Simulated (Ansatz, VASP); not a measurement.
**One calculation of Co, two programs**

The input INCAR:

```
PREC = Accurate
ENCUT = 520
EDIFF = 1E-6
ISMEAR = -1
SIGMA = 0.05
LREAL = F
LASPH = T
NELM = 150
ALGO = Normal
ISIF = 2
LWAVE = F
LCHARG = F
ISPIN = 2
MAGMOM = 1.5 1.5
LORBIT = 11
NUPDOWN = 3.0
LMAXMIX = 4
GGA = PS
NBANDS = 20
```

KPOINTS

```
Automatic mesh
0
Gamma
  10 10 6
```

The input POSCAR:

```
Co
1.0
    2.4873648738      0.0000000000      0.0000000000
   -1.2436824369      2.1541211692      0.0000000000
    0.0000000000      0.0000000000      4.0632895034
Co
2
Direct
    0.3333333333      0.6666666667      0.7401390000
    0.6666666667      0.3333333333      0.2598610000
```

File input.yaml:

```yaml
crystal:
  lattice:
    - [2.4873648738, 0.0, 0.0]
    - [-1.2436824369, 2.1541211692, 0.0]
    - [0.0, 0.0, 4.0632895034]
  atoms:
    - { symbol: Co, position: [0.3333333333, 0.6666666667, 0.740139], spin: 1.5 }
    - { symbol: Co, position: [0.6666666667, 0.3333333333, 0.259861], spin: 1.5 }
hamiltonian:
  xc: pbesol
  pseudopotentials: { kind: paw }
magnetization:
  spin_polarized: true
  initial_magnetization: 3.0
  spin_locking: { lock_magnetization: hard }
kpoints:
  mp_grid: { grid: [10, 10, 6] }
scf:
  occupations: { method: fermi_dirac, width: 0.05 }
  lower_state_search: "off"
output:
  forces: true
  stress: true
  eigenvalues: true
```

Alike in both runs: task single point; functional PBEsol; k mesh 10 × 10 × 6; occupations fermi-dirac, width 0.05 eV; collinear spin; fixed moment 3 μB.

```csv
,VASP,Ansatz
version,VASP 6.6.1,Ansatz 0.2.0
potentials or method,"VASP PAW PBE potentials, release 64 (Co)",Ansatz PAW
plane-wave cutoff (eV),520,420
valence electrons in the cell,18,34
```

```tsv
	VASP	Ansatz	Ansatz less VASP
pressure (GPa)	-12.0	-11.4	+0.55
traceless stress, the component that is largest in VASP (GPa)	-1.84	-1.79	+0.050
rms of the force components (eV/Å)	0.278	0.286	+0.0079
net moment per atom (μB)	1.50	1.50	0.000
size of the moment on the site where the two differ most (μB)	1.52	1.57	+0.056
```

VASP's potentials were made for PBE, not for PBEsol. Site moments also hang on the region over which each program counts them. Atom by atom the forces differ by 0.008 eV/Å (rms over components). VASP's potentials hold 18 valence electrons a cell and Ansatz's 34, so a difference there can come from the potentials and not from the codes.
